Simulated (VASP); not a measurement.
**SnO2: single point with PBEsol**

SnO2:

```
CELL_PARAMETERS angstrom
4.76872 0.00000 0.00000
0.00000 4.76872 0.00000
0.00000 0.00000 3.21137
ATOMIC_POSITIONS crystal
Sn 0.00000 0.00000 0.93305
Sn 0.50000 0.50000 0.56695
O 0.23979 0.37280 0.03841
O 0.26021 0.87280 0.46159
O 0.76021 0.62720 0.03841
O 0.73979 0.12720 0.46159
```

This cell differs from its parent crystal: atoms displaced along several vibrational modes.

| Item | Value |
| --- | --- |
| Program | VASP 6.6.1 |
| Task | single point |
| Functional | PBEsol |
| Potentials or basis | VASP PAW PBE potentials, release 64 (Sn_d, O) |
| Cutoff | 520 eV |
| k mesh | 6 × 6 × 8 |
| Occupations | gaussian, width 0.05 eV |
| Spin | no spin polarisation |

The pressure is -5.7 GPa, the largest force is 1.589 eV/Å and the band gap on the k mesh is 0.80 eV (least direct gap 0.81 eV).

Forces on the atoms (eV/Å):
```
Sn   0.000  0.000  1.589
Sn   0.000  0.000 -1.589
O    0.774 -0.536 -0.299
O   -0.774 -0.536  0.299
O   -0.774  0.536 -0.299
O    0.774  0.536  0.299
```

Stress tensor (GPa, compression positive):
```
-4.82  0.00  0.00
 0.00 -4.44  0.00
 0.00  0.00 -7.98
```

Levels at points of the mesh, in eV from the valence-band top:
```tsv
k point	band 23	band 24	band 25	band 26	band 27	band 28	band 29	band 30
(0.00, 0.00, 0.00)	-0.92	-0.66	-0.36	-0.01	0.80	5.16	5.99	6.42
(0.50, 0.00, 0.00)	-1.12	-1.12	-0.12	-0.12	3.13	3.13	5.84	5.84
(0.00, 0.50, 0.00)	-1.05	-1.05	-0.52	-0.52	3.75	3.75	7.42	7.42
(0.50, 0.50, 0.00)	-1.32	-1.32	-0.41	-0.41	4.12	4.12	6.41	6.41
(0.00, 0.00, 0.50)	-2.04	-1.30	-0.40	-0.38	4.45	5.27	8.21	8.92
(0.50, 0.00, 0.50)	-1.27	-1.27	-0.58	-0.58	5.25	5.25	7.55	7.55
(0.00, 0.50, 0.50)	-1.02	-1.02	-0.23	-0.23	4.83	4.83	6.55	6.55
(0.50, 0.50, 0.50)	-1.11	-1.11	-0.36	-0.36	4.12	4.12	7.95	7.95
```

It took 2.2 min on 1 thread of Intel(R) Xeon(R) Platinum 8488C (Sapphire Rapids), with other jobs on the host, peak memory 0.28 GiB.

Caveat: the cell differs from its parent crystal (atoms displaced along several vibrational modes); the cell stands under tension; semilocal functionals underestimate gaps, and a narrow one can read as zero; the PAW data sets were made with another functional, which shifts forces and pressure a little; spin-orbit coupling is left out, which moves the levels of the heavy elements.
